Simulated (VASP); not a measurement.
# CdHg (Cmmm) in VASP: a series of runs

Runs on CdHg. Level: PBE. Tasks: single point.

All numbers are computed with VASP 6.6.1; they aren't measurements. Logs are shortened: lines on timing, memory, paths and dates and some standing lists are left out, and cuts for length are marked.

## (1) The cell of the first run

Symmetry: Cmmm, No. 65, orthorhombic system. The conventional cell has a = 2.987 Å, b = 5.703 Å, c = 5.792 Å, α = 90.00°, β = 90.00°, γ = 90.00°. Within 3.9 Å of Cd (site symmetry mmm) lie 6 Cd at 2.99 to 3.22 Å and 4 Hg at 3.26 Å. Within 3.9 Å of Hg (site symmetry mmm) lie 6 Hg at 2.99 to 3.22 Å and 4 Cd at 3.26 Å.

## (2) Single point, PBE

INCAR reads:

```
SYSTEM = CdHg
  PREC = Accurate
  ENCUT = 520
  EDIFF = 1E-7
  ISMEAR = 0
  SIGMA = 0.1
  LREAL = .False.
  LASPH = .True.
  NELM = 100
  ALGO = Fast
  ISIF = 2
  LWAVE = .False.
  LCHARG = .True.
  GGA = PE
  LELF = .True.
  LVHAR = .True.
  NBANDS = 19
```

KPOINTS reads:

```
regular mesh
0
Gamma
  14 14 8
  0 0 0
```

POSCAR reads:

```
CdHg
1.0
    1.4935752176     -2.8515609619      0.0000000000
    1.4935752176      2.8515609619      0.0000000000
    0.0000000000      0.0000000000      5.7923916076
Cd Hg
1 1
Direct
    0.0000000000      0.0000000000      0.0000000000
    0.5000000000      0.5000000000      0.5000000000
```

Potentials or basis: VASP PAW PBE potentials, release 64 (Cd, Hg).

Started as:

```bash
$ cat potpaw_PBE.64/Cd/POTCAR potpaw_PBE.64/Hg/POTCAR > POTCAR
$ mpirun -np 1 vasp_std > vasp.out
```

OUTCAR:

```text
SYSTEM = CdHg
   PREC = Accurate
   ENCUT = 520
   EDIFF = 1E-7
   ISMEAR = 0
   LREAL = .False.
   LASPH = .True.
   NELM = 100
   ISIF = 2
   GGA = PE

 ion  position               nearest neighbor table
   1  0.000  0.000  0.000-   2 3.26   2 3.26   2 3.26   2 3.26
   2  0.500  0.500  0.500-   1 3.26   1 3.26   1 3.26   1 3.26

  LATTYP: Found a base centered orthorhombic cell.
 ALAT       =     2.9871504352
 B/A-ratio  =     1.9092181822
 C/A-ratio  =     1.9391027447

  Lattice vectors:

 A1 = (   1.4935752176,  -2.8515609619,   0.0000000000)
 A2 = (   1.4935752176,   2.8515609619,   0.0000000000)
 A3 = (   0.0000000000,   0.0000000000,   5.7923916076)

Analysis of symmetry for initial positions (statically):
=====================================================================
 Subroutine PRICEL returns:
 Original cell was already a primitive cell.

 Routine SETGRP: Setting up the symmetry group for a
 base centered orthorhombic supercell.

 Subroutine GETGRP returns: Found  8 space group operations
 (whereof  8 operations were pure point group operations)
 out of a pool of  8 trial point group operations.

The static configuration has the point symmetry D_2h.

Analysis of symmetry for dynamics (positions and initial velocities):
=====================================================================
 Subroutine PRICEL returns:
 Original cell was already a primitive cell.

 Routine SETGRP: Setting up the symmetry group for a
 base centered orthorhombic supercell.

 Subroutine GETGRP returns: Found  8 space group operations
 (whereof  8 operations were pure point group operations)
 out of a pool of  8 trial point group operations.

The dynamic configuration has the point symmetry D_2h.

 Subroutine INISYM returns: Found  8 space group operations
 (whereof  8 operations are pure point group operations),
 and found     1 'primitive' translations

----------------------------------------------------------------------------------------

                                     Primitive cell

  volume of cell :      49.3398

  direct lattice vectors                    reciprocal lattice vectors
     1.493575218 -2.851560962  0.000000000     0.334767204 -0.175342560  0.000000000
     1.493575218  2.851560962  0.000000000     0.334767204  0.175342560  0.000000000
     0.000000000  0.000000000  5.792391608     0.000000000  0.000000000  0.172640261

  length of vectors
     3.219031974  3.219031974  5.792391608     0.377907521  0.377907521  0.172640261

  position of ions in fractional coordinates (direct lattice)
     0.000000000  0.000000000  0.000000000
     0.500000000  0.500000000  0.500000000

  ion indices of the primitive-cell ions
   primitive index   ion index
                 1           1
                 2           2

----------------------------------------------------------------------------------------

 KPOINTS: regular mesh

Automatic generation of k-mesh.
 Grid dimensions read from file:
 generate k-points for:   14   14    8

 Generating k-lattice:

  Cartesian coordinates                     Fractional coordinates (reciprocal lattice)
     0.023911943 -0.012524469  0.000000000     0.071428571 -0.000000000  0.000000000
     0.023911943  0.012524469  0.000000000    -0.000000000  0.071428571  0.000000000
     0.000000000  0.000000000  0.021580033     0.000000000  0.000000000  0.125000000

  Length of vectors
     0.026993394  0.026993394  0.021580033

  Shift w.r.t. Gamma in fractional coordinates (k-lattice)
     0.000000000  0.000000000  0.000000000

 Subroutine IBZKPT returns following result:
 ===========================================

 Found    285 irreducible k-points:

 Following reciprocal coordinates:
            Coordinates               Weight
  0.000000  0.000000  0.000000      1.000000
  0.071429 -0.000000  0.000000      4.000000
  0.142857 -0.000000  0.000000      4.000000
  0.214286  0.000000  0.000000      4.000000
  0.285714  0.000000  0.000000      4.000000
  0.357143 -0.000000  0.000000      4.000000
[... 16 lines left out ...]
  0.214286  0.142857  0.000000      4.000000
  0.285714  0.142857  0.000000      4.000000
 [... further k-points ...]
   k-points           NKPTS =    285   k-points in BZ     NKDIM =    285   number of bands    NBANDS=     19
   number of dos      NEDOS =    301   number of ions     NIONS =      2
   total plane-waves  NPLWV =  27648
   dimension x,y,z NGX =    24 NGY =   24 NGZ =   48
   dimension x,y,z NGXF=    48 NGYF=   48 NGZF=   96
   ions per type =               1   1
   NGX,Y,Z   is equivalent  to a cutoff of  12.39, 12.39, 13.78 a.u.
   NGXF,Y,Z  is equivalent  to a cutoff of  24.79, 24.79, 27.55 a.u.
 SYSTEM =  CdHg
   PREC   = accura    normal or accurate (medium, high low for compatibility)
   ISTART =      0    job   : 0-new  1-cont  2-samecut
   ICHARG =      2    charge: 1-file 2-atom 10-const
   ISPIN  =      1    spin polarized calculation?
   LNONCOLLINEAR =      F non collinear calculations
   LSORBIT =      F    spin-orbit coupling
   LASPH  =      T    aspherical Exc in radial PAW
   ENCUT  =  520.0 eV  38.22 Ry    6.18 a.u.   5.99  5.99 10.77*2*pi/ulx,y,z
   NELM   =    100;   NELMIN=  2; NELMDL= -5     # of ELM steps
   EDIFF  = 0.1E-06   stopping-criterion for ELM
   LREAL  =      F    real-space projection
   EDIFFG = 0.1E-05   stopping-criterion for IOM
   NSW    =      0    number of steps for IOM
   IBRION =     -1    ionic relax: 0-MD 1-quasi-New 2-CG
   NFREE  =      0    steps in history (QN), initial steepest desc. (CG)
   ISIF   =      2    stress and relaxation
   ISYM   =      2    0-nonsym 1-usesym 2-fastsym
   POTIM  = 0.5000    time-step for ionic-motion
   TEBEG  =    0.0;   TEEND  =   0.0 temperature during run
   PSTRESS=    0.0 pullay stress
   NELECT =      24.0000    total number of electrons
   NUPDOWN=      -1.0000    fix difference up-down
   EMIN   =  10.00;   EMAX   =-10.00  energy-range for DOS
   EFERMI =   0.00;   METHOD = LEGACY
   ISMEAR =     0;   SIGMA  =   0.10  broadening in eV -4-tet -1-fermi 0-gaus
   EFERMI_NEDOS =   21; number of points for ismear=-14 and -15
   IALGO  =     68    algorithm
   IMIX   =      4    mixing-type and parameters
     AMIX     =   0.40;   BMIX     =  1.00
     AMIX_MAG =   1.60;   BMIX_MAG =  1.00
  volume/ion in A,a.u.               =      24.67       166.48
  Fermi-wavevector in a.u.,A,eV,Ry     =   1.287496  2.433015 22.553656  1.657647
  Thomas-Fermi vector in A             =   2.419507
   LORBIT       =      0    0 simple, 1 ext, 2 COOP (PROOUT), +10 PAW based schemes
   GGA     = PE    functional components
   LHFCALC =     F    Hartree Fock is set to
   AEXX    =    0.0000 exact exchange contribution
   IVDW    =     0    specifies the selected vdW correction
   LEPSILON=     F    determine dielectric tensor
   LRPA    =     F    only Hartree local field effects (RPA)
 non-spin polarized calculation
 RMM-DIIS sequential band-by-band and
 Gauss-broadening in eV      SIGMA  =   0.10
  energy-cutoff  :      520.00
  volume of cell :       49.34
 maximum number of plane-waves:      1360
   NGX = 11   NGY = 11   NGZ = 21

 number of electron      24.0000003 magnetization

 Free energy of the ion-electron system (eV)
  ---------------------------------------------------
  ext. energy  EPLUGINS =         0.00000000
  ---------------------------------------------------
  free energy    TOTEN  =        -0.86793176 eV

  energy without entropy =       -0.86538760  energy(sigma->0) =       -0.86665968

 E-fermi :   2.3101     XC(G=0): -10.4655

 val. band max:        2.2902195330   @ k =   0.3571   0.1429   0.2500
 cond. band min:       2.3140254777   @ k =   0.1429   0.0714   0.1250
 fundamental gap:      0.0238059447
 Fermi energy:         2.3100786059

 k-point     1 :       0.0000    0.0000    0.0000
  band No.  band energies     occupation
      1      -6.9812      2.00000
      2      -6.7608      2.00000
      3      -6.3526      2.00000
      4      -6.3304      2.00000
      5      -6.1474      2.00000
      6      -6.0911      2.00000
[... 11 lines left out ...]
     18      17.1467      0.00000
     19      17.8418      0.00000

 k-point     2 :       0.0714   -0.0000    0.0000
  band No.  band energies     occupation
      1      -6.9326      2.00000
      2      -6.7275      2.00000
      3      -6.3680      2.00000
      4      -6.1925      2.00000
      5      -6.1589      2.00000
      6      -6.1208      2.00000
[... 11 lines left out ...]
     18      17.2572      0.00000
     19      17.3882      0.00000

 k-point     3 :       0.1429   -0.0000    0.0000
  band No.  band energies     occupation
      1      -6.8125      2.00000
      2      -6.6522      2.00000
      3      -6.3911      2.00000
      4      -6.2345      2.00000
      5      -6.1577      2.00000
      6      -5.7829      2.00000
[... 11 lines left out ...]
     18      16.7282      0.00000
     19      17.0250      0.00000

 k-point     4 :       0.2143    0.0000    0.0000
  band No.  band energies     occupation
      1      -6.7375      2.00000
      2      -6.5586      2.00000
      3      -6.3650      2.00000
      4      -6.3260      2.00000
      5      -6.1820      2.00000
      6      -5.3064      2.00000
[... 11 lines left out ...]
     18      14.1845      0.00000
     19      15.5711      0.00000

 k-point     5 :       0.2857    0.0000    0.0000
  band No.  band energies     occupation
      1      -6.7991      2.00000
      2      -6.5031      2.00000
      3      -6.4223      2.00000
      4      -6.2059      2.00000
      5      -6.1506      2.00000
      6      -5.3281      2.00000
[... 11 lines left out ...]
     18      12.5672      0.00000
     19      15.9047      0.00000

 k-point     6 :       0.3571   -0.0000    0.0000
  band No.  band energies     occupation
      1      -6.8899      2.00000
      2      -6.6205      2.00000
      3      -6.3001      2.00000
      4      -6.2261      2.00000
      5      -5.9595      2.00000
      6      -5.4643      2.00000
[... 11 lines left out ...]
     18      11.6326      0.00000
     19      16.1598      0.00000

 k-point     7 :       0.4286    0.0000    0.0000
  band No.  band energies     occupation
      1      -6.9579      2.00000
      2      -6.6981      2.00000
      3      -6.2393      2.00000
      4      -6.2176      2.00000
      5      -5.8188      2.00000
      6      -5.5703      2.00000
[... 11 lines left out ...]
     18      10.9782      0.00000
     19      15.9658      0.00000

 k-point     8 :       0.5000    0.0000    0.0000
  band No.  band energies     occupation
      1      -6.9826      2.00000
      2      -6.7251      2.00000
      3      -6.2439      2.00000
      4      -6.1883      2.00000
      5      -5.7666      2.00000
      6      -5.6099      2.00000
[... 256 lines left out ...]
 k-point    20 :      -0.1429    0.0714    0.0000
  band No.  band energies     occupation
      1      -6.9112      2.00000
      2      -6.7299      2.00000
      3      -6.3234      2.00000
      4      -6.2215      2.00000
      5      -6.1227      2.00000
      6      -5.9909      2.00000
[... 11 lines left out ...]
     18      16.3445      0.00000
     19      16.8822      0.00000

 k-point    21 :      -0.0714    0.0714    0.0000
  band No.  band energies     occupation
      1      -6.9691      2.00000
      2      -6.7590      2.00000
      3      -6.3284      2.00000
      4      -6.2284      2.00000
      5      -6.1780      2.00000
      6      -6.0949      2.00000
[... 11 lines left out ...]
     18      16.6881      0.00000
     19      17.2686      0.00000

 k-point    22 :       0.1429    0.1429    0.0000
  band No.  band energies     occupation
      1      -6.6197      2.00000
      2      -6.5936      2.00000
      3      -6.4587      2.00000
      4      -6.2495      2.00000
      5      -6.1816      2.00000
      6      -5.0080      2.00000
[... 11 lines left out ...]
     18      13.9568      0.00000
     19      15.2001      0.00000

 k-point    23 :       0.2143    0.1429    0.0000
  band No.  band energies     occupation
      1      -6.6989      2.00000
      2      -6.5737      2.00000
      3      -6.4913      2.00000
      4      -6.2102      2.00000
      5      -6.0670      2.00000
      6      -5.1086      2.00000
[... 11 lines left out ...]
     18      12.8011      0.00000
     19      14.1487      0.00000

 k-point    24 :       0.2857    0.1429    0.0000
  band No.  band energies     occupation
      1      -6.7859      2.00000
      2      -6.6571      2.00000
      3      -6.3641      2.00000
      4      -6.2458      2.00000
      5      -5.9387      2.00000
      6      -5.2624      2.00000
[... 11 lines left out ...]
     18      11.7963      0.00000
     19      13.5300      0.00000

 [... further k-points ...]
[... 5 lines left out ...]
  --------------------------------------------------------------------------------------
  -------------------------------------------------------------------------------------
  Total        0.1326132      0.0644530      0.0536154     -0.0000000      0.0000000      0.0000000
  in kB        4.3062555      2.0929370      1.7410148     -0.0000000      0.0000000      0.0000000
  external PRESSURE =       2.7134024 kB  Pullay stress =       0.0000000 kB

 VOLUME and BASIS-vectors are now :
 -----------------------------------------------------------------------------
  energy-cutoff  :      520.00
  volume of cell :       49.34
      direct lattice vectors                 reciprocal lattice vectors
     1.493575218 -2.851560962  0.000000000     0.334767204 -0.175342560  0.000000000
     1.493575218  2.851560962  0.000000000     0.334767204  0.175342560  0.000000000
     0.000000000  0.000000000  5.792391608     0.000000000  0.000000000  0.172640261

 POSITION                                       TOTAL-FORCE (eV/Angst)
 -----------------------------------------------------------------------------------
      0.00000      0.00000      0.00000        -0.000000      0.000000      0.000000
      1.49358      0.00000      2.89620         0.000000      0.000000      0.000000
 -----------------------------------------------------------------------------------
    total drift:                                0.000000     -0.000000      0.000000

  FREE ENERGIE OF THE ION-ELECTRON SYSTEM (eV)
  ---------------------------------------------------
  free  energy   TOTEN  =        -0.8679317568 eV

  energy  without entropy=       -0.8653875974  energy(sigma->0) =       -0.86665968
```

Run time: 2.8 min. Hardware: 1 thread of Intel Xeon Platinum 8259CL at 2.50GHz (Skylake/Cascade Lake), shared host; peak memory 0.39 GiB.

Results:

- Free energy: -0.8679 eV
- Pressure: 0.3 GPa
- Band gap on the k mesh: zero (bands 12 and 13 overlap by 2.97 eV)

Stress tensor (GPa, compression positive):
```
0.43 0.00 0.00
0.00 0.21 0.00
0.00 0.00 0.17
```

Levels at points of the mesh, in eV from the Fermi level:
| k point | band 8 | band 9 | band 10 | band 11 | band 12 | band 13 | band 14 | band 15 | band 16 | band 17 |
| --- | --- | --- | --- | --- | --- | --- | --- | --- | --- | --- |
| (0.00, 0.00, 0.00) | -7.39 | -6.80 | -6.42 | -6.28 | -2.88 | -2.22 | 10.49 | 11.07 | 13.80 | 14.24 |
| (0.50, 0.00, 0.00) | -6.69 | -6.62 | -5.85 | -1.75 | -1.51 | 1.93 | 2.72 | 4.43 | 5.08 | 8.32 |
| (0.50, 0.50, 0.00) | -6.59 | -6.40 | -5.93 | -2.70 | -2.15 | 1.41 | 1.53 | 1.75 | 6.77 | 9.39 |
| (0.00, 0.00, 0.50) | -6.85 | -6.80 | -6.54 | -6.43 | -6.33 | 3.93 | 4.05 | 12.55 | 12.64 | 15.10 |
| (0.50, 0.00, 0.50) | -6.60 | -6.38 | -5.83 | -0.97 | -0.84 | -0.52 | 0.63 | 7.76 | 7.83 | 8.29 |
| (0.50, 0.50, 0.50) | -6.72 | -6.46 | -5.93 | -2.18 | -1.56 | -0.66 | -0.62 | 8.11 | 8.42 | 9.74 |

Caveat: spin-orbit coupling is left out, which moves the levels of the heavy elements.

## (3) Single point, PBE

This run uses another cell than the first one, of 24.78 Å³/atom.

INCAR reads:

```
SYSTEM = CdHg
ALGO = Fast
EDIFF = 1E-7
ENCUT = 520
GGA = PE
ISIF = 2
ISMEAR = -1
LASPH = .TRUE.
LCHARG = .TRUE.
LELF = .TRUE.
LREAL = .FALSE.
LVHAR = .TRUE.
LWAVE = .FALSE.
NBANDS = 19
NELM = 100
PREC = Accurate
SIGMA = 0.15
```

KPOINTS reads:

```
k-points
0
G
  16 16 8
  0 0 0
```

POSCAR reads:

```
CdHg
1.0
    1.4890106882     -2.9052459056      0.0000000000
    1.4890106882      2.9052459056      0.0000000000
    0.0000000000      0.0000000000      5.7280920738
Cd Hg
1 1
Direct
    0.0000000000      0.0000000000      0.0000000000
    0.5000000000      0.5000000000      0.5000000000
```

Potentials or basis: VASP PAW PBE potentials, release 64 (Cd, Hg).

Started as:

```bash
$ cat potpaw_PBE.64/Cd/POTCAR potpaw_PBE.64/Hg/POTCAR > POTCAR
$ mpirun -np 1 vasp_std > vasp.out
```

It took 2.9 min on 1 thread of Intel Xeon Platinum 8488C (Sapphire Rapids), shared host; peak memory 0.45 GiB.

Results (log left out):

* Free energy: -0.8892 eV
* Pressure: 0.3 GPa
* Band gap on the k mesh: zero (bands 12 and 13 overlap by 3.11 eV)

Stress tensor (GPa, compression positive):
```
0.41 0.00 0.00
0.00 0.19 0.00
0.00 0.00 0.20
```

Levels at points of the mesh, in eV from the Fermi level:
```
           k point  band 9  band 10  band 11  band 12  band 13  band 14  band 15  band 16
(0.00, 0.00, 0.00)   -6.70    -6.43    -6.26    -2.67    -2.13    10.42    10.96    13.70
(0.50, 0.00, 0.00)   -6.62    -5.86    -1.74    -1.48     2.10     2.90     4.53     5.20
(0.50, 0.50, 0.00)   -6.35    -5.95    -2.94    -2.19     1.39     1.51     1.68     6.74
(0.00, 0.00, 0.50)   -6.71    -6.47    -6.45    -6.32     4.23     4.35    11.95    12.05
(0.50, 0.00, 0.50)   -6.36    -5.84    -0.92    -0.78    -0.49     0.69     7.74     7.83
(0.50, 0.50, 0.50)   -6.43    -5.95    -2.41    -1.78    -0.66    -0.61     8.22     8.50
```

Caveat: spin-orbit coupling is left out, which moves the levels of the heavy elements.

## (4) Single point, PBE

This run uses another cell than the first one, of 24.74 Å³/atom.

INCAR reads:

```
  PREC = Accurate
  ENCUT = 520
  EDIFF = 1E-7
  ISMEAR = 0
  SIGMA = 0.1
  LREAL = False
  LASPH = True
  NELM = 100
  ALGO = Fast
  ISIF = 2
  LWAVE = False
  LCHARG = False
  GGA = PE
  NBANDS = 19
```

KPOINTS reads:

```
Automatic mesh
0
Gamma
  16 16 8
```

POSCAR reads:

```
CdHg
1.0
    1.4790853937     -2.9187538697      0.0000000000
    1.4790853937      2.9187538697      0.0000000000
    0.0000000000      0.0000000000      5.7309679955
Cd Hg
1 1
Direct
    0.0000000000      0.0000000000      0.0000000000
    0.5000000000      0.5000000000      0.5000000000
```

Started as:

```bash
$ cat potpaw_PBE.64/Cd/POTCAR potpaw_PBE.64/Hg/POTCAR > POTCAR
$ mpirun -np 1 vasp_std > vasp.out
```

It took 2.5 min on 1 thread of Intel Xeon Platinum 8488C (Sapphire Rapids), shared host; peak memory 0.45 GiB.

It converged, with:

```yaml
Free_energy: -0.8646 eV
Pressure: 0.3 GPa
Band_gap_on_the_k_mesh: zero (bands 12 and 13 overlap by 3.15 eV)
```

Stress tensor (GPa, compression positive):
```
0.44 0.00 0.00
0.00 0.19 0.00
0.00 0.00 0.19
```

Levels at points of the mesh, in eV from the Fermi level:
```
           k point  band 10  band 11  band 12  band 13  band 14  band 15
(0.00, 0.00, 0.00)    -6.47    -6.27    -2.69    -2.15    10.23    10.91
(0.50, 0.00, 0.00)    -5.88    -1.70    -1.46     2.12     2.92     4.56
(0.50, 0.50, 0.00)    -5.97    -3.03    -2.23     1.31     1.47     1.59
(0.00, 0.00, 0.50)    -6.49    -6.49    -6.33     4.20     4.33    11.77
(0.50, 0.00, 0.50)    -5.86    -0.91    -0.78    -0.43     0.75     7.71
(0.50, 0.50, 0.50)    -5.97    -2.50    -1.87    -0.71    -0.65     8.15
```

Caveat: spin-orbit coupling is left out, which moves the levels of the heavy elements.

## (5) The runs side by side

```csv
cell,k mesh,smearing,gap on the mesh (eV),pressure (GPa)
"a = 3.219, b = 3.219, c = 5.792 Å, angles 90.0, 90.0, 124.7°, 2 atoms",14 × 14 × 8,gaussian 0.1 eV,none,0.3
"a = 3.265, b = 3.265, c = 5.728 Å, angles 90.0, 90.0, 125.7°, 2 atoms",16 × 16 × 8,fermi-dirac 0.15 eV,none,0.3
"a = 3.272, b = 3.272, c = 5.731 Å, angles 90.0, 90.0, 126.3°, 2 atoms",16 × 16 × 8,gaussian 0.1 eV,none,0.3
```

Alike in all rows: task single point; level PBE; potentials or basis VASP PAW PBE potentials, release 64 (Cd, Hg); no spin polarisation; cutoff (eV) 520.

Caveats: spin-orbit coupling is left out, which moves the levels of the heavy elements.

Absolute energies hang on the potentials; compare differences alone.
